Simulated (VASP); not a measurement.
Set up this calculation in VASP 6.6.1, as the native input.

```
Task                   : single point
Functional             : PBE
Potentials or basis    : VASP PAW PBE potentials, release 64 (In_d, As)
Cutoff                 : 500 eV
k mesh                 : 4 × 4 × 4
Occupations            : fermi-dirac, width 0.02 eV
Spin                   : no spin polarisation
Dipole correction      : no
Further INCAR settings : ALGO = Normal; EDIFF = 1e-06; NBANDS = 16
```

The structure of InAs lies in POSCAR:

```
InAs
1.0
    3.5365410790      0.0000000000      0.0000000000
    0.0000000000      3.5365410790      0.0000000000
    0.0000000000      0.0000000000      3.5365410790
In As
1 1
Direct
    0.0000000000      0.0000000000      0.0000000000
    0.5000000000      0.5000000000      0.5000000000
```

These files were run (other wordings do the same):

INCAR

```
PREC = Accurate ; ENCUT = 500
EDIFF = 1E-6 ; ISMEAR = -1
SIGMA = 0.02 ; LREAL = False
LASPH = True ; NELM = 120
ALGO = Normal ; ISIF = 2
LWAVE = False ; LCHARG = True
GGA = PE ; LELF = True
LVHAR = True ; NBANDS = 16
GGA_COMPAT = False
```

KPOINTS

```
Automatic mesh
0
Gamma
  4 4 4
```

Potentials or basis: VASP PAW PBE potentials, release 64 (In_d, As).

Launch:

```sh
$ cat potpaw_PBE.64/In_d/POTCAR potpaw_PBE.64/As/POTCAR > POTCAR
$ mpirun -np 1 vasp_std > vasp.out
```

It gave:

```json
{
  "Pressure": "2.6 GPa",
  "Band gap on the k mesh": "zero (bands 9 and 10 overlap by 2.04 eV)"
}
```

Caveat: the k points lie up to 0.44 Å⁻¹ apart, too coarse for converged energies and pressures of a metal; spin-orbit coupling is left out, which moves the levels of the heavy elements.

It took 5.5 s on 1 thread of AMD EPYC 9R45 96-Core Processor (Zen 5), with other jobs on the host, peak memory 0.12 GiB.
